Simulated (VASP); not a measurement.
The system is Zr4F.

```
CELL_PARAMETERS angstrom
-2.66689 2.66689 2.66689
2.66689 -2.66689 2.66689
2.66689 2.66689 -2.66689
ATOMIC_POSITIONS crystal
Zr 0.00000 0.00000 0.50000
Zr 0.50000 0.00000 0.00000
Zr 0.50000 0.50000 0.50000
Zr 0.00000 0.50000 0.00000
F 0.00000 0.00000 0.00000
```

* Program: VASP 6.6.1
* Task: relaxation of cell and atoms
* Functional: PBE
* Potentials or basis: VASP PAW PBE potentials, release 64 (Zr_sv, F)
* Cutoff: 600 eV
* k mesh: 4 × 4 × 4
* Occupations: gaussian, width 0.1 eV
* Spin: no spin polarisation

At the start: pressure 47.1 GPa; volume 15.17 Å³/atom.

Question: How do energy, volume and symmetry change on relaxing?

Answer: Over 4 steps the energy falls by 696.3 meV/atom and the volume is 21.24 Å³/atom (+40.0 %); space group Im-3m (No. 229, to 0.05 Å).

Step by step:
```tsv
step	energy change (eV)	largest force (eV/Å)	pressure (GPa)	volume (Å³)
1	0.0000	0.0000	47.12	75.87
2	-2.1077	0.0000	-12.60	136.18
3	-3.4808	0.0000	-0.44	106.89
4	-3.4817	0.0000	0.04	106.19
```

Final structure:
```
Zr F
1.0
    -2.98319    2.98319    2.98319
     2.98319   -2.98319    2.98319
     2.98319    2.98319   -2.98319
Zr F
4 1
Cartesian
  1.4916 1.4916 -1.4916
  -1.4916 1.4916 1.4916
  1.4916 1.4916 1.4916
  1.4916 -1.4916 1.4916
  0.0000 0.0000 0.0000
```

Caveat: the k points lie up to 0.37 Å⁻¹ apart in the final cell; the volume moved by over 15 % at a fixed basis, so the end points are rough; an odd number of electrons without spin polarisation forces a metal; a magnetic or distorted state may lie lower.
